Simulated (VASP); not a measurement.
H11C2NO4: single point with PBE+D3(BJ)

H11C2NO4:

```xyz
18
Lattice="5.9155 0.0000 0.0000 0.0000 5.9155 0.0000 0.0000 0.0000 5.9155" Properties=species:S:1:pos:R:3 pbc="T T T"
O     5.0307    5.4669    2.0099
O     0.5986    4.1428    5.7284
O     2.0918    0.4793    5.4588
O     4.3905    2.0009    4.8295
H     5.4172    5.0641    1.2036
H     5.6943    6.1436    2.2671
H     1.2043    4.9267    5.6428
H     0.6451    3.7305    4.8441
H     1.6670    0.9407    4.7104
H     3.0310    0.7597    5.3810
H     4.7286    2.7094    5.4040
H     5.1289    1.8371    4.2092
H     2.6911    3.0300    0.7510
H     3.1139    4.0512    2.1640
H     3.8281    2.4206    2.0153
C     2.9202    3.0215    1.8255
C     1.8019    2.4437    2.5144
N     0.9027    1.9594    3.0754
```

```json
{
 "Program": "VASP 6.6.1",
 "Task": "single point",
 "Functional": "PBE",
 "Dispersion": "D3(BJ)",
 "Potentials or basis": "VASP PAW PBE potentials, release 64 (O, H, C, N)",
 "Cutoff": "520 eV",
 "k mesh": "1 × 1 × 1",
 "Occupations": "fermi-dirac, width 0.05 eV",
 "Spin": "no spin polarisation",
 "Dipole correction": "no",
 "Further INCAR settings": "LREAL = Auto; ALGO = Normal; EDIFF = 1e-07; NBANDS = 39"
}
```

```yaml
Pressure: -0.9 GPa
Largest_force: 0.380 eV/Å
Band_gap_on_the_k_mesh: 4.97 eV
Dispersion_energy_per_atom: -0.037 eV
```

Forces on the atoms (eV/Å):
```
O    0.234  0.183  0.047
O   -0.007 -0.106 -0.192
O    0.010 -0.021  0.030
O   -0.041 -0.011  0.006
H   -0.027 -0.071 -0.042
H   -0.203 -0.113 -0.013
H    0.073  0.087  0.045
H   -0.068  0.070  0.112
H   -0.085  0.028 -0.043
H    0.059 -0.017  0.038
H    0.003  0.036  0.082
H    0.056 -0.048 -0.081
H   -0.006  0.001 -0.003
H    0.010  0.004  0.003
H   -0.003 -0.005  0.012
C    0.004 -0.001  0.007
C    0.296  0.147 -0.169
N   -0.304 -0.163  0.160
```

Stress tensor (GPa, compression positive):
```
-1.29 -0.23 -0.14
-0.23 -0.73 -0.22
-0.14 -0.22 -0.65
```

Levels at points of the mesh, in eV from the valence-band top:
```tsv
k point	band 21	band 22	band 23	band 24	band 25	band 26	band 27	band 28
(0.00, 0.00, 0.00)	-0.74	-0.52	-0.45	0.00	4.97	5.68	5.82	8.06
```

Run time: 23 s on 1 thread of Intel(R) Xeon(R) Platinum 8488C (Sapphire Rapids), with other jobs on the host, peak memory 0.32 GiB.

Caveat: the k points lie up to 1.06 Å⁻¹ apart.
